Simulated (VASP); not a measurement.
# Re in VASP: further runs, part 2 of 2

VASP 6.6.1.

## 3. Single point, PBEsol

This run uses another cell than the first one, of 15.40 Å³/atom, 1.020 times its volume.

The input, INCAR:

```
SYSTEM = Re
PREC     = Accurate       ! precision mode
ENCUT    = 520            ! plane-wave cutoff, eV
EDIFF    = 1E-6           ! SCF threshold, eV
ISMEAR   = -1             ! smearing method
SIGMA    = 0.05           ! smearing width, eV
LREAL    = .False.        ! projectors in reciprocal space
LASPH    = .True.         ! aspherical terms in the spheres
NELM     = 60             ! most SCF steps
ALGO     = Normal         ! electronic algorithm
ISIF     = 2              ! what is computed and relaxed
LWAVE    = .False.        ! write WAVECAR
LCHARG   = .True.         ! write CHGCAR
GGA      = PS             ! functional
LELF     = .True.         ! ELF
LVHAR    = .True.       
NBANDS   = 22             ! bands
```

The input, KPOINTS:

```
Automatic mesh
0
Gamma
  11 11 3
  0 0 0
```

The input, POSCAR:

```
Re
1.0
    2.8027914027      0.0000000000      0.0000000000
   -1.4013957013      2.4272885563      0.0000000000
    0.0000000000      0.0000000000      9.0564750331
Re
4
Direct
    0.6666666667      0.3333333333      0.7500000000
    0.0000000000      0.0000000000      0.5000000000
    0.3333333333      0.6666666667      0.2500000000
    0.0000000000      0.0000000000      0.0000000000
```

Potentials or basis: VASP PAW PBE potentials, release 64 (Re).

Launch:

```
> cat potpaw_PBE.64/Re/POTCAR > POTCAR
> mpirun -np 1 vasp_std > vasp.out
```

OUTCAR:

```text
SYSTEM = Re
   PREC = Accurate
   ENCUT = 520
   EDIFF = 1E-6
   ISMEAR = -1
   LREAL = .False.
   LASPH = .True.
   NELM = 60
   ISIF = 2
   GGA = PS

 ion  position               nearest neighbor table
   1  0.667  0.333  0.750-   2 2.78   4 2.78   2 2.78   4 2.78   2 2.78   4 2.78
   2  0.000  0.000  0.500-   1 2.78   3 2.78   1 2.78   3 2.78   1 2.78   3 2.78
   3  0.333  0.667  0.250-   2 2.78   4 2.78   2 2.78   4 2.78   2 2.78   4 2.78
   4  0.000  0.000  0.000-   1 2.78   3 2.78   1 2.78   3 2.78   1 2.78   3 2.78

  LATTYP: Found a hexagonal cell.
 ALAT       =     2.8027914027
 C/A-ratio  =     3.2312340563
[... 800 lines left out ...]
  --------------------------------------------------------------------------------------
  -------------------------------------------------------------------------------------
  Total       -7.7536463     -7.7536463     -7.6942579     -0.0000000      0.0000000     -0.0000000
  in kB     -201.6253749   -201.6253749   -200.0810418     -0.0000000      0.0000000     -0.0000000
  external PRESSURE =    -201.1105972 kB  Pullay stress =       0.0000000 kB

 VOLUME and BASIS-vectors are now :
 -----------------------------------------------------------------------------
  energy-cutoff  :      520.00
  volume of cell :       61.61
      direct lattice vectors                 reciprocal lattice vectors
     2.802791403  0.000000000  0.000000000     0.356787165  0.205991166  0.000000000
    -1.401395701  2.427288556  0.000000000     0.000000000  0.411982332  0.000000000
     0.000000000  0.000000000  9.056475033     0.000000000  0.000000000  0.110418236

 POSITION                                       TOTAL-FORCE (eV/Angst)
 -----------------------------------------------------------------------------------
      1.40140      0.80910      6.79236        -0.000000      0.000000     -0.000000
      0.00000      0.00000      4.52824         0.000000      0.000000      0.000000
     -0.00000      1.61819      2.26412         0.000000     -0.000000      0.000000
      0.00000      0.00000      0.00000        -0.000000      0.000000      0.000000
 -----------------------------------------------------------------------------------
    total drift:                               -0.000000      0.000000      0.000000

  FREE ENERGIE OF THE ION-ELECTRON SYSTEM (eV)
  ---------------------------------------------------
  free  energy   TOTEN  =       -53.2606660001 eV

  energy  without entropy=      -53.2355672588  energy(sigma->0) =      -53.24811663
```

OSZICAR:

```text
N       E                     dE             d eps       ncg     rms          rms(c)
DAV:   1     0.164970453542E+03    0.16497E+03   -0.12326E+04  2624   0.155E+03
DAV:   2    -0.304959929391E+02   -0.19547E+03   -0.17737E+03  2714   0.670E+02
DAV:   3    -0.540836171702E+02   -0.23588E+02   -0.20104E+02  2656   0.333E+02
DAV:   4    -0.562732654613E+02   -0.21896E+01   -0.19128E+01  2352   0.770E+01
DAV:   5    -0.564897638361E+02   -0.21650E+00   -0.19585E+00  2524   0.161E+01    0.576E+01
DAV:   6    -0.540112987929E+02    0.24785E+01   -0.28955E+00  2286   0.368E+01    0.217E+01
DAV:   7    -0.532875445971E+02    0.72375E+00   -0.19626E+00  2380   0.278E+01    0.139E+00
DAV:   8    -0.532797803600E+02    0.77642E-02   -0.17352E-01  2728   0.745E+00    0.904E-01
DAV:   9    -0.532619002888E+02    0.17880E-01   -0.37815E-02  2762   0.434E+00    0.301E-01
DAV:  10    -0.532606259457E+02    0.12743E-02   -0.41210E-03  2512   0.767E-01    0.606E-02
DAV:  11    -0.532606634724E+02   -0.37527E-04   -0.30941E-04  2600   0.344E-01    0.550E-02
DAV:  12    -0.532606666829E+02   -0.32105E-05   -0.24805E-05  2212   0.750E-02    0.187E-02
DAV:  13    -0.532606660001E+02    0.68273E-06   -0.46113E-06  1566   0.577E-02
   1 F= -.53260666E+02 E0= -.53248117E+02  d E =-.250987E-01
```

stdout:

```text
POSCAR found type information on POSCAR Re
 POSCAR found :  1 types and       4 ions
 scaLAPACK will be used
 -----------------------------------------------------------------------------
|                                                                             |
|                                                                             |
|     You enforced a specific xc type in the INCAR file but a different       |
|     I HOPE YOU KNOW WHAT YOU ARE DOING!                                     |
|                                                                             |
 -----------------------------------------------------------------------------

 LDA part: xc-table for (Slater+PW92), standard interpolation
 POSCAR, INCAR and KPOINTS ok, starting setup
 FFT: planning ... GRIDC
 FFT: planning ... GRID_SOFT
 FFT: planning ... GRID
 WAVECAR not read
 entering main loop
```

Wall time 46 s (1 thread of Intel Xeon Platinum 8259CL at 2.50GHz (Skylake/Cascade Lake), shared host); peak memory 0.2 GiB.

What came out:

- Free energy: -53.2607 eV
- Pressure: -20.1 GPa
- Band gap on the k mesh: zero (band 14 reaches 8.26 eV, above the bottom of band 15 at 6.02 eV)

Stress tensor (GPa, compression positive):
```
-20.16   0.00   0.00
  0.00 -20.16   0.00
  0.00   0.00 -20.01
```

Caveat: the PAW data sets were made with another functional, which shifts forces and pressure a little; spin-orbit coupling is left out, which moves the levels of the heavy elements.

## 4. Single point, PBEsol

This run uses another cell than the first one, of 15.70 Å³/atom, 1.039 times its volume.

The input, INCAR:

```
ALGO = Normal
EDIFF = 1E-6
ENCUT = 520
GGA = PS
ISIF = 2
ISMEAR = -1
LASPH = T
LCHARG = T
LELF = T
LREAL = F
LVHAR = T
LWAVE = F
NBANDS = 22
NELM = 80
PREC = Accurate
SIGMA = 0.05
```

The input, KPOINTS:

```
k-points
0
Gamma
  11 11 3
```

The input, POSCAR:

```
Re
1.0
    2.8206440586      0.0000000000      0.0000000000
   -1.4103220293      2.4427494098      0.0000000000
    0.0000000000      0.0000000000      9.1141611428
Re
4
Direct
    0.6666666667      0.3333333333      0.7500000000
    0.0000000000      0.0000000000      0.5000000000
    0.3333333333      0.6666666667      0.2500000000
    0.0000000000      0.0000000000      0.0000000000
```

Launch:

```
> cat potpaw_PBE.64/Re/POTCAR > POTCAR
> mpirun -np 1 vasp_std > vasp.out
```

Wall time 46 s (1 thread of Intel Xeon Platinum 8259CL at 2.50GHz (Skylake/Cascade Lake), shared host); peak memory 0.2 GiB.

Results (log left out):

```yaml
Free_energy: -53.0919 eV
Pressure: -25.7 GPa
Band_gap_on_the_k_mesh: zero (band 14 reaches 8.00 eV, above the bottom of band 15 at 5.83 eV)
```

Stress tensor (GPa, compression positive):
```
-25.69   0.00   0.00
  0.00 -25.69   0.00
  0.00   0.00 -25.60
```

Levels at points of the mesh, in eV from the Fermi level:
| k point | band 11 | band 12 | band 13 | band 14 | band 15 | band 16 | band 17 | band 18 |
| --- | --- | --- | --- | --- | --- | --- | --- | --- |
| (0.00, 0.00, 0.00) | -1.49 | -1.10 | -1.10 | -1.00 | -1.00 | 0.41 | 0.59 | 0.59 |

Caveat: the PAW data sets were made with another functional, which shifts forces and pressure a little; spin-orbit coupling is left out, which moves the levels of the heavy elements.

## 5. Single point, PBEsol (atoms moved at random)

The input, INCAR:

```
SYSTEM = Re
  PREC = Accurate
  ENCUT = 520
  EDIFF = 1E-6
  ISMEAR = -1
  SIGMA = 0.05
  LREAL = .FALSE.
  LASPH = .TRUE.
  NELM = 80
  ALGO = Fast
  ISIF = 2
  LWAVE = .FALSE.
  LCHARG = .TRUE.
  GGA = PS
  LELF = .TRUE.
  LVHAR = .TRUE.
  NBANDS = 22
```

The input, KPOINTS:

```
Automatic mesh
0
G
  11 11 3
  0 0 0
```

The input, POSCAR:

```
Re
1.0
    2.7663873939      0.0000000000      0.0000000000
   -1.3831936969      2.3957617598      0.0000000000
    0.0000000000      0.0000000000      8.9388451600
Re
4
Direct
    0.6778100000      0.3454280000      0.7477660000
   -0.0140870000     -0.0128950000      0.4987500000
    0.3338370000      0.6430070000      0.2487750000
    0.0118770000      0.0104420000     -0.0034560000
```

Launch:

```
> cat potpaw_PBE.64/Re/POTCAR > POTCAR
> mpirun -np 1 vasp_std > vasp.out
```

It took 5.3 min on 1 thread of Intel Xeon Platinum 8259CL at 2.50GHz (Skylake/Cascade Lake), shared host; peak memory 0.33 GiB.

The run converged. Its results:

```yaml
Free_energy: -53.4409 eV
Pressure: -6.7 GPa
Largest_force: 0.316 eV/Å
Band_gap_on_the_k_mesh: zero (band 14 reaches 8.83 eV, above the bottom of band 15 at 6.48 eV)
```

Forces on the atoms (eV/Å):
```
Re  -0.059 -0.168  0.073
Re   0.206  0.089 -0.176
Re  -0.159  0.256 -0.094
Re   0.012 -0.177  0.197
```

Stress tensor (GPa, compression positive):
```
-7.52  0.22  0.04
 0.22 -5.98 -0.06
 0.04 -0.06 -6.69
```

Levels at points of the mesh, in eV from the Fermi level:
| k point | band 12 | band 13 | band 14 | band 15 | band 16 | band 17 |
| --- | --- | --- | --- | --- | --- | --- |
| (0.00, 0.00, 0.00) | -1.23 | -1.22 | -1.13 | -1.04 | 0.49 | 0.49 |

Caveat: the cell differs from its parent crystal (atoms moved at random); the PAW data sets were made with another functional, which shifts forces and pressure a little; spin-orbit coupling is left out, which moves the levels of the heavy elements.

## 6. Single point, PBE

This run uses another cell than the first one, of 14.22 Å³/atom, 0.941 times its volume.

The input, INCAR:

```
PREC = Accurate
ENCUT = 520
EDIFF = 1E-6
ISMEAR = -1
SIGMA = 0.05
LREAL = False
LASPH = True
NELM = 80
ALGO = Normal
ISIF = 2
LWAVE = False
LCHARG = True
GGA = PE
LELF = True
LVHAR = True
NBANDS = 22
```

The input, KPOINTS:

```
regular mesh
0
Gamma
  9 9 3
```

The input, POSCAR:

```
Re
1.0
    2.7663873939      0.0000000000      0.0000000000
   -1.3831936969      2.3957617598      0.0000000000
    0.0000000000      0.0000000000      8.5812913536
Re
4
Direct
    0.6666666667      0.3333333333      0.7500000000
    0.0000000000      0.0000000000      0.5000000000
    0.3333333333      0.6666666667      0.2500000000
    0.0000000000      0.0000000000      0.0000000000
```

Potentials or basis: VASP PAW PBE potentials, release 64 (Re).

Launch:

```
> cat potpaw_PBE.64/Re/POTCAR > POTCAR
> mpirun -np 1 vasp_std > vasp.out
```

It took 41 s on 1 thread of AMD EPYC 7R13 (Zen 3), shared host; peak memory 0.16 GiB.

Results (log left out):

```
Free energy            : -49.4629 eV
Pressure               : 20.7 GPa
Band gap on the k mesh : zero (band 14 reaches 9.34 eV, above the bottom of band 15 at 6.93 eV)
```

Stress tensor (GPa, compression positive):
```
14.34  0.00  0.00
 0.00 14.34  0.00
 0.00  0.00 33.50
```

Levels at points of the mesh, in eV from the Fermi level:
```
           k point  band 10  band 11  band 12  band 13  band 14  band 15  band 16  band 17  band 18  band 19
(0.00, 0.00, 0.00)    -2.29    -1.39    -1.39    -1.26    -1.26    -1.24     0.41     0.41     1.03     1.29
```

Caveat: spin-orbit coupling is left out, which moves the levels of the heavy elements.

## 7. Summary

| level | cell | k mesh | gap on the mesh (eV) | pressure (GPa) |
| --- | --- | --- | --- | --- |
| PBEsol | a = 2.785, b = 2.785, c = 8.998 Å, angles 90.0, 90.0, 120.0°, 4 atoms | 11 × 11 × 3 | none | -13.8 |
| PBEsol | a = 2.803, b = 2.803, c = 9.056 Å, angles 90.0, 90.0, 120.0°, 4 atoms | 11 × 11 × 3 | none | -20.1 |
| PBEsol | a = 2.821, b = 2.821, c = 9.114 Å, angles 90.0, 90.0, 120.0°, 4 atoms | 11 × 11 × 3 | none | -25.7 |
| PBEsol | a = 2.766, b = 2.766, c = 8.939 Å, angles 90.0, 90.0, 120.0°, 4 atoms | 11 × 11 × 3 | none | -6.7 |
| PBE | a = 2.766, b = 2.766, c = 8.581 Å, angles 90.0, 90.0, 120.0°, 4 atoms | 9 × 9 × 3 | none | 20.7 |

Alike in all rows: task single point; potentials or basis VASP PAW PBE potentials, release 64 (Re); no spin polarisation; cutoff (eV) 520; smearing fermi-dirac 0.05 eV.

Caveats: spin-orbit coupling is left out, which moves the levels of the heavy elements; the PAW data sets were made with another functional, which shifts forces and pressure a little (some runs).

Total energies depend on the potentials used, so only differences within one code and one set of settings carry meaning.
